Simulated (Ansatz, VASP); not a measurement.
## GdO: VASP beside Ansatz

```
Gd O
1.0
     0.00000    2.68978    2.68978
     2.68978    0.00000    2.68978
     2.68978    2.68978    0.00000
Gd O
1 1
Direct
  0.00000 0.00000 0.00000
  0.25000 0.25000 0.25000
```

Alike in both runs: task single point; functional PBE; k mesh 12 × 12 × 12; occupations gaussian, width 0.05 eV; non-collinear spin, spin-orbit coupling.

|  | VASP | Ansatz |
| --- | --- | --- |
| version | VASP 6.6.1 | Ansatz 0.2.0 |
| potentials or method | VASP PAW PBE potentials, release 64 (Gd, O), cutoff 520 eV | plane waves, PAW |
| valence electrons in the cell | 24 | 24 |

|  | VASP | Ansatz | Ansatz less VASP |
| --- | --- | --- | --- |
| pressure (GPa) | 0.5 | 0.3 | -0.23 |
| net moment per atom (μB) | 3.75 | 3.76 | +0.002 |

With one functional, cell and mesh, what is left measures potentials, basis and numerics. Ansatz's warnings: stress scf threshold loose.
